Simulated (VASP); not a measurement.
Crystal: Cs3Sc2Br9.

```
Cs Sc Br
1.0
     7.75458    0.00000    0.00000
    -3.87729    6.71566    0.00000
     0.00000    0.00000   19.43944
Cs Sc Br
6 4 18
Direct
  0.66667 0.33333 0.57478
  0.33333 0.66667 0.42522
  0.33333 0.66667 0.07478
  0.66667 0.33333 0.92522
  0.00000 0.00000 0.75000
  0.00000 0.00000 0.25000
  0.66667 0.33333 0.15570
  0.33333 0.66667 0.84430
  0.33333 0.66667 0.65570
  0.66667 0.33333 0.34430
  0.33975 0.16987 0.08808
  0.66025 0.83013 0.91192
  0.83013 0.16987 0.08808
  0.66025 0.83013 0.58808
  0.16987 0.83013 0.91192
  0.33975 0.16987 0.41192
  0.83013 0.66025 0.08808
  0.16987 0.83013 0.58808
  0.16987 0.33975 0.91192
  0.83013 0.16987 0.41192
  0.16987 0.33975 0.58808
  0.83013 0.66025 0.41192
  0.02205 0.51102 0.75000
  0.97795 0.48898 0.25000
  0.48898 0.51102 0.75000
  0.51102 0.48898 0.25000
  0.48898 0.97795 0.75000
  0.51102 0.02205 0.25000
```

Base run:

```yaml
Program: VASP 6.6.1
Functional: PBE
Potentials_or_basis: VASP PAW PBE potentials, release 64 (Cs_sv, Sc_sv, Br)
Cutoff: 520 eV
k_mesh: 4 × 4 × 2
Occupations: fermi-dirac, width 0.02 eV
Spin: no spin polarisation
```

Its results: band gap on the k mesh 2.95 eV; pressure 0.7 GPa; largest force 0.048 eV/Å.

The run is repeated on the same cell with these changes: functional from PBE to r2SCAN. What comes out?

Band gap on the k mesh 3.37 eV; pressure 0.0 GPa; largest force 0.010 eV/Å.

Caveats: spin-orbit coupling is left out, which moves the levels of the heavy elements; the PAW data sets were made with another functional, which shifts forces and pressure a little (at least some runs).

A k mesh can miss the band edges.
